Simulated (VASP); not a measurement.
# HgTe (Coloradoite) (F-43m) in VASP: further runs, part 2 of 2

VASP 6.6.1.

### 3 Single point, r2SCAN+D3(BJ)

This run uses another cell than the first one, of 34.84 Å³/atom, 0.873 times its volume.

POSCAR

```
HgTe
1.0
    0.0000000000      3.2662082035      3.2662082035
    3.2662082035      0.0000000000      3.2662082035
    3.2662082035      3.2662082035      0.0000000000
Hg Te
1 1
Direct
    0.0000000000      0.0000000000      0.0000000000
    0.7500000000      0.7500000000      0.7500000000
```

INCAR.step1

```
SYSTEM = HgTe
ALGO     = Normal         ! electronic algorithm
EDIFF    = 1E-4           ! SCF threshold, eV
ENCUT    = 520            ! plane-wave cutoff, eV
GGA      = PE             ! functional
ISMEAR   = -1             ! smearing method
LASPH    = .TRUE.         ! aspherical terms in the spheres
LCHARG   = .FALSE.        ! write CHGCAR
LREAL    = .FALSE.        ! projectors in reciprocal space
LWAVE    = .TRUE.         ! write WAVECAR
NBANDS   = 16             ! bands
NELM     = 60             ! most SCF steps
PREC     = Accurate       ! precision mode
SIGMA    = 0.05           ! smearing width, eV
```

INCAR.step2

```
SYSTEM = HgTe
ALGO     = Normal         ! electronic algorithm
EDIFF    = 1E-6           ! SCF threshold, eV
ENCUT    = 520            ! plane-wave cutoff, eV
ISIF     = 2              ! what is computed and relaxed
ISMEAR   = -1             ! smearing method
ISTART   = 1            
IVDW     = 12             ! dispersion correction
LASPH    = .TRUE.         ! aspherical terms in the spheres
LCHARG   = .FALSE.        ! write CHGCAR
LMIXTAU  = .TRUE.       
LREAL    = .FALSE.        ! projectors in reciprocal space
LWAVE    = .FALSE.        ! write WAVECAR
METAGGA  = R2SCAN         ! meta-GGA
NBANDS   = 16             ! bands
NELM     = 60             ! most SCF steps
PREC     = Accurate       ! precision mode
SIGMA    = 0.05           ! smearing width, eV
VDW_A1   = 0.49484001   
VDW_A2   = 5.73083694   
VDW_S6   = 1.0          
VDW_S8   = 0.78981345
```

KPOINTS

```
k-points
0
G
  7 7 7
  0 0 0
```

Potentials or basis: VASP PAW PBE potentials, release 64 (Hg, Te).

The run is started by

```console
$ cat potpaw_PBE.64/Hg/POTCAR potpaw_PBE.64/Te/POTCAR > POTCAR
$ cp INCAR.step1 INCAR
$ mpirun -np 1 vasp_std > vasp.out
$ cp INCAR.step2 INCAR
$ mpirun -np 1 vasp_std > vasp.out
```

OUTCAR:

```text
SYSTEM = HgTe
   EDIFF = 1E-6
   ENCUT = 520
   ISIF = 2
   ISMEAR = -1
   ISTART = 1
   IVDW = 12
   LASPH = .TRUE.
   LREAL = .FALSE.
   METAGGA = R2SCAN
   NELM = 60
   PREC = Accurate
 IVDW          = 12

 ion  position               nearest neighbor table
   1  0.000  0.000  0.000-   2 2.83   2 2.83   2 2.83   2 2.83
   2  0.750  0.750  0.750-   1 2.83   1 2.83   1 2.83   1 2.83

  LATTYP: Found a face centered cubic cell.
 ALAT       =     6.5324164070

  Lattice vectors:

 A1 = (   0.0000000000,   3.2662082035,   3.2662082035)
 A2 = (   3.2662082035,   0.0000000000,   3.2662082035)
 A3 = (   3.2662082035,   3.2662082035,   0.0000000000)

Analysis of symmetry for initial positions (statically):
=====================================================================
 Subroutine PRICEL returns:
 Original cell was already a primitive cell.

 Routine SETGRP: Setting up the symmetry group for a
 face centered cubic supercell.

 Subroutine GETGRP returns: Found 24 space group operations
 (whereof 24 operations were pure point group operations)
 out of a pool of 48 trial point group operations.

The static configuration has the point symmetry T_d .

Analysis of symmetry for dynamics (positions and initial velocities):
=====================================================================
 Subroutine PRICEL returns:
 Original cell was already a primitive cell.

 Routine SETGRP: Setting up the symmetry group for a
 face centered cubic supercell.

 Subroutine GETGRP returns: Found 24 space group operations
 (whereof 24 operations were pure point group operations)
 out of a pool of 48 trial point group operations.

The dynamic configuration has the point symmetry T_d .

 Subroutine INISYM returns: Found 24 space group operations
 (whereof 24 operations are pure point group operations),
 and found     1 'primitive' translations

----------------------------------------------------------------------------------------

                                     Primitive cell

  volume of cell :      69.6886

  direct lattice vectors                    reciprocal lattice vectors
     0.000000000  3.266208204  3.266208204    -0.153082709  0.153082709  0.153082709
     3.266208204  0.000000000  3.266208204     0.153082709 -0.153082709  0.153082709
     3.266208204  3.266208204  0.000000000     0.153082709  0.153082709 -0.153082709

  length of vectors
     4.619115939  4.619115939  4.619115939     0.265147030  0.265147030  0.265147030

  position of ions in fractional coordinates (direct lattice)
     0.000000000  0.000000000  0.000000000
     0.750000000  0.750000000  0.750000000

  ion indices of the primitive-cell ions
   primitive index   ion index
                 1           1
                 2           2

----------------------------------------------------------------------------------------

 KPOINTS: k-points

Automatic generation of k-mesh.
 Grid dimensions read from file:
 generate k-points for:    7    7    7

 Generating k-lattice:

  Cartesian coordinates                     Fractional coordinates (reciprocal lattice)
    -0.021868958  0.021868958  0.021868958     0.142857143  0.000000000  0.000000000
     0.021868958 -0.021868958  0.021868958     0.000000000  0.142857143  0.000000000
     0.021868958  0.021868958 -0.021868958     0.000000000  0.000000000  0.142857143

  Length of vectors
     0.037878147  0.037878147  0.037878147

  Shift w.r.t. Gamma in fractional coordinates (k-lattice)
     0.000000000  0.000000000  0.000000000

 Subroutine IBZKPT returns following result:
 ===========================================

 Found     20 irreducible k-points:

 Following reciprocal coordinates:
            Coordinates               Weight
  0.000000  0.000000  0.000000      1.000000
  0.142857  0.000000  0.000000      8.000000
  0.285714  0.000000  0.000000      8.000000
  0.428571  0.000000  0.000000      8.000000
  0.142857  0.142857  0.000000      6.000000
  0.285714  0.142857  0.000000     24.000000
[... 12 lines left out ...]
 -0.428571  0.428571  0.142857     24.000000
 -0.285714  0.428571  0.142857     24.000000
   k-points           NKPTS =     20   k-points in BZ     NKDIM =     20   number of bands    NBANDS=     16
   number of dos      NEDOS =    301   number of ions     NIONS =      2
   total plane-waves  NPLWV =  46656
   dimension x,y,z NGX =    36 NGY =   36 NGZ =   36
   dimension x,y,z NGXF=    72 NGYF=   72 NGZF=   72
   ions per type =               1   1
   NGX,Y,Z   is equivalent  to a cutoff of  12.96, 12.96, 12.96 a.u.
   NGXF,Y,Z  is equivalent  to a cutoff of  25.91, 25.91, 25.91 a.u.
 SYSTEM =  HgTe
   PREC   = accura    normal or accurate (medium, high low for compatibility)
   ISTART =      1    job   : 0-new  1-cont  2-samecut
   ICHARG =      0    charge: 1-file 2-atom 10-const
   ISPIN  =      1    spin polarized calculation?
   LNONCOLLINEAR =      F non collinear calculations
   LSORBIT =      F    spin-orbit coupling
   LASPH  =      T    aspherical Exc in radial PAW
   ENCUT  =  520.0 eV  38.22 Ry    6.18 a.u.   8.59  8.59  8.59*2*pi/ulx,y,z
   NELM   =     60;   NELMIN=  2; NELMDL=  0     # of ELM steps
   EDIFF  = 0.1E-05   stopping-criterion for ELM
   LREAL  =      F    real-space projection
   EDIFFG = 0.1E-04   stopping-criterion for IOM
   NSW    =      0    number of steps for IOM
   IBRION =     -1    ionic relax: 0-MD 1-quasi-New 2-CG
   NFREE  =      0    steps in history (QN), initial steepest desc. (CG)
   ISIF   =      2    stress and relaxation
   ISYM   =      2    0-nonsym 1-usesym 2-fastsym
   POTIM  = 0.5000    time-step for ionic-motion
   TEBEG  =    0.0;   TEEND  =   0.0 temperature during run
   PSTRESS=    0.0 pullay stress
   NELECT =      18.0000    total number of electrons
   NUPDOWN=      -1.0000    fix difference up-down
   EMIN   =  10.00;   EMAX   =-10.00  energy-range for DOS
   EFERMI =   0.00;   METHOD = LEGACY
   ISMEAR =    -1;   SIGMA  =   0.05  broadening in eV -4-tet -1-fermi 0-gaus
   EFERMI_NEDOS =   21; number of points for ismear=-14 and -15
   IALGO  =     38    algorithm
   IMIX   =      4    mixing-type and parameters
     AMIX     =   0.40;   BMIX     =  1.00
     AMIX_MAG =   1.60;   BMIX_MAG =  1.00
  volume/ion in A,a.u.               =      34.84       235.14
  Fermi-wavevector in a.u.,A,eV,Ry     =   1.042586  1.970201 14.789331  1.086985
  Thomas-Fermi vector in A             =   2.177258
   LORBIT       =      0    0 simple, 1 ext, 2 COOP (PROOUT), +10 PAW based schemes
   METAGGA = R2SCAN    functional components
   LHFCALC =     F    Hartree Fock is set to
   AEXX    =    0.0000 exact exchange contribution
   IVDW    =    12    specifies the selected vdW correction
   LEPSILON=     F    determine dielectric tensor
   LRPA    =     F    only Hartree local field effects (RPA)
 non-spin polarized calculation
  energy-cutoff  :      520.00
  volume of cell :       69.69
 maximum number of plane-waves:      1899
   NGX = 17   NGY = 17   NGZ = 17

 number of electron      18.0000002 magnetization

 Free energy of the ion-electron system (eV)
  ---------------------------------------------------
  ext. energy  EPLUGINS =         0.00000000
  ---------------------------------------------------
  free energy    TOTEN  =       -75.15647674 eV

  energy without entropy =      -75.15575138  energy(sigma->0) =      -75.15611406

 E-fermi :   2.5789     XC(G=0):  -9.1649

 val. band max:        2.5361911808   @ k =   0.0000   0.0000   0.0000
 cond. band min:       3.4418053519   @ k =   0.1429   0.0000   0.0000
 fundamental gap:      0.9056141711
 Fermi energy:         2.5789245764

 k-point     1 :       0.0000    0.0000    0.0000
  band No.  band energies     occupation
      1      -9.6395      2.00000
      2      -4.9224      2.00000
      3      -4.9224      2.00000
      4      -4.9224      2.00000
      5      -4.3889      2.00000
      6      -4.3889      2.00000
[... 8 lines left out ...]
     15      12.5337      0.00000
     16      12.5337      0.00000
[... 343 lines left out ...]
 k-point    20 :      -0.2857    0.4286    0.1429
  band No.  band energies     occupation
      1      -8.8980      2.00000
      2      -4.7060      2.00000
      3      -4.6624      2.00000
      4      -4.4539      2.00000
      5      -4.3977      2.00000
      6      -3.8425      2.00000
[... 8 lines left out ...]
     15      13.0869      0.00000
     16      14.7996      0.00000

------------------------ aborting loop because EDIFF is reached ----------------------------------------

 Edisp (eV)   -0.33896

 E8    (eV) :    -0.1232

  FORCE on cell =-STRESS in cart. coord.  units (eV):
  Direction    XX          YY          ZZ          XY          YZ          ZX
  --------------------------------------------------------------------------------------
  -------------------------------------------------------------------------------------
  Total       0.03535     0.03535     0.03535     0.00000     0.00000     0.00000
  in kB       0.81282     0.81282     0.81282     0.00000     0.00000     0.00000
  external pressure =        0.81 kB  Pullay stress =        0.00 kB

 VOLUME and BASIS-vectors are now :
 -----------------------------------------------------------------------------
  energy-cutoff  :      520.00
  volume of cell :       69.69
      direct lattice vectors                 reciprocal lattice vectors
     0.000000000  3.266208204  3.266208204    -0.153082709  0.153082709  0.153082709
     3.266208204  0.000000000  3.266208204     0.153082709 -0.153082709  0.153082709
     3.266208204  3.266208204  0.000000000     0.153082709  0.153082709 -0.153082709

 POSITION                                       TOTAL-FORCE (eV/Angst)
 -----------------------------------------------------------------------------------
      0.00000      0.00000      0.00000         0.000000      0.000000      0.000000
      4.89931      4.89931      4.89931        -0.000000     -0.000000     -0.000000
 -----------------------------------------------------------------------------------
    total drift:                               -0.000000     -0.000000     -0.000000

  FREE ENERGIE OF THE ION-ELECTRON SYSTEM (eV)
  ---------------------------------------------------
  free  energy   TOTEN  =       -75.4954320943 eV

  energy  without entropy=      -75.4947067308  energy(sigma->0) =      -75.49506941
```

Run time: 3.6 min. Hardware: 1 thread of AMD EPYC 7R13, shared host; peak memory 0.2 GiB.

Results:

```
Free energy                : -75.4954 eV
Pressure                   : 0.1 GPa
Band gap on the k mesh     : zero (filled and empty bands touch)
Dispersion energy per atom : -0.169 eV
```

Levels at points of the mesh, in eV from the Fermi level:
```tsv
k point	band 5	band 6	band 7	band 8	band 9	band 10	band 11	band 12	band 13	band 14
(0.00, 0.00, 0.00)	-6.97	-6.97	-0.54	-0.04	-0.04	-0.04	4.58	4.58	4.58	6.77
```

Caveat: the PAW data sets were made with another functional, which shifts forces and pressure a little; spin-orbit coupling is left out, which moves the levels of the heavy elements; pairwise dispersion overbinds metals, which lowers pressure and volume.

### 4 Single point, RPBE+D3(BJ)

This run uses another cell than the first one, of 31.30 Å³/atom, 0.784 times its volume.

INCAR

```
SYSTEM = HgTe
PREC = Accurate
ENCUT = 520
EDIFF = 1E-6
ISMEAR = -1
SIGMA = 0.05
LREAL = .FALSE.
LASPH = .TRUE.
NELM = 80
ALGO = Normal
ISIF = 2
LWAVE = .FALSE.
LCHARG = .FALSE.
GGA = RP
IVDW = 12
NBANDS = 16
```

KPOINTS

```
regular mesh
0
G
  7 7 7
  0 0 0
```

POSCAR

```
HgTe
1.0
    0.0000000000      3.1515423414      3.1515423414
    3.1515423414      0.0000000000      3.1515423414
    3.1515423414      3.1515423414      0.0000000000
Hg Te
1 1
Direct
    0.0000000000      0.0000000000      0.0000000000
    0.7500000000      0.7500000000      0.7500000000
```

The run is started by

```console
$ cat potpaw_PBE.64/Hg/POTCAR potpaw_PBE.64/Te/POTCAR > POTCAR
$ mpirun -np 1 vasp_std > vasp.out
```

It took 25 s on 1 thread of Intel Xeon Platinum 8375C at 2.90GHz (Ice Lake), shared host; peak memory 0.21 GiB.

Results (log left out):

```
Free energy                : -6.0369 eV
Pressure                   : 0.1 GPa
Band gap on the k mesh     : zero (filled and empty bands touch)
Dispersion energy per atom : -1.727 eV
```

Levels at points of the mesh, in eV from the Fermi level:
```tsv
k point	band 6	band 7	band 8	band 9	band 10	band 11	band 12	band 13
(0.00, 0.00, 0.00)	-7.25	-0.47	-0.04	-0.04	-0.04	4.08	4.08	4.08
```

Caveat: the PAW data sets were made with another functional, which shifts forces and pressure a little; spin-orbit coupling is left out, which moves the levels of the heavy elements; pairwise dispersion overbinds metals, which lowers pressure and volume.

### 5 Single point, PBE

This run uses another cell than the first one, of 33.22 Å³/atom, 0.832 times its volume.

INCAR

```
PREC = Accurate
ENCUT = 520
EDIFF = 1E-6
ISMEAR = 0
SIGMA = 0.018000000000000002
LREAL = False
LASPH = True
NELM = 60
ALGO = Normal
ISIF = 2
LWAVE = False
LCHARG = False
GGA = PE
NBANDS = 16
```

KPOINTS

```
Automatic mesh
0
Gamma
  7 7 7
```

POSCAR

```
HgTe
1.0
    0.0000000000      3.2145000000      3.2145000000
    3.2145000000      0.0000000000      3.2145000000
    3.2145000000      3.2145000000      0.0000000000
Hg Te
1 1
Direct
    0.0000000000      0.0000000000      0.0000000000
    0.7500000000      0.7500000000      0.7500000000
```

The run is started by

```console
$ cat potpaw_PBE.64/Hg/POTCAR potpaw_PBE.64/Te/POTCAR > POTCAR
$ mpirun -np 1 vasp_std > vasp.out
```

It took 31 s on 1 thread of Intel Xeon Platinum 8375C at 2.90GHz (Ice Lake), shared host; peak memory 0.21 GiB.

Results (log left out):

```
Free energy            : -3.5513 eV
Pressure               : 4.6 GPa
Band gap on the k mesh : zero (filled and empty bands touch)
```

Levels at points of the mesh, in eV from the Fermi level:
```tsv
k point	band 6	band 7	band 8	band 9	band 10	band 11	band 12	band 13
(0.00, 0.00, 0.00)	-6.91	-0.69	-0.01	-0.01	-0.01	4.19	4.19	4.19
```

Caveat: spin-orbit coupling is left out, which moves the levels of the heavy elements.

### 6 Single point, PBE

This run uses another cell than the first one, of 33.22 Å³/atom, 0.832 times its volume.

INCAR

```
ALGO = Normal
EDIFF = 1E-7
ENCUT = 520
GGA = PE
ISIF = 2
ISMEAR = 0
LASPH = T
LCHARG = T
LELF = T
LREAL = F
LVHAR = T
LWAVE = F
NBANDS = 16
NELM = 100
PREC = Accurate
SIGMA = 0.011
```

KPOINTS

```
k-points
0
Gamma
  7 7 7
```

POSCAR is that of step 5.

Potentials or basis: VASP PAW PBE potentials, release 64 (Hg, Te).

The run is started by

```console
$ cat potpaw_PBE.64/Hg/POTCAR potpaw_PBE.64/Te/POTCAR > POTCAR
$ mpirun -np 1 vasp_std > vasp.out
```

It took 32 s on 1 thread of Intel Xeon Platinum 8375C at 2.90GHz (Ice Lake), shared host; peak memory 0.2 GiB.

The run converged. Its results:

```
Free energy            : -3.5512 eV
Pressure               : 4.6 GPa
Band gap on the k mesh : zero (filled and empty bands touch)
```

Levels at points of the mesh, in eV from the Fermi level:
| k point | band 5 | band 6 | band 7 | band 8 | band 9 | band 10 | band 11 | band 12 | band 13 | band 14 |
| --- | --- | --- | --- | --- | --- | --- | --- | --- | --- | --- |
| (0.00, 0.00, 0.00) | -6.91 | -6.91 | -0.69 | 0.00 | 0.00 | 0.00 | 4.19 | 4.19 | 4.19 | 6.47 |

Caveat: spin-orbit coupling is left out, which moves the levels of the heavy elements.

### 7 Summary

```tsv
level	cell	smearing	gap on the mesh (eV)	pressure (GPa)
BLYP	a = 4.834 Å, angles 60.0°, 2 atoms	fermi-dirac 0.05 eV	none	0.1
r2SCAN+D3(BJ)	a = 4.619 Å, angles 60.0°, 2 atoms	fermi-dirac 0.05 eV	none	0.1
RPBE+D3(BJ)	a = 4.457 Å, angles 60.0°, 2 atoms	fermi-dirac 0.05 eV	none	0.1
PBE	a = 4.546 Å, angles 60.0°, 2 atoms	gaussian 0.018 eV	none	4.6
PBE	a = 4.546 Å, angles 60.0°, 2 atoms	gaussian 0.011 eV	none	4.6
```

Alike in all rows: task single point; potentials or basis VASP PAW PBE potentials, release 64 (Hg, Te); no spin polarisation; k mesh 7 × 7 × 7; cutoff (eV) 520.

Caveats: spin-orbit coupling is left out, which moves the levels of the heavy elements; the PAW data sets were made with another functional, which shifts forces and pressure a little (some runs); pairwise dispersion overbinds metals, which lowers pressure and volume (some runs).

Absolute energies hang on the potentials; compare differences alone.
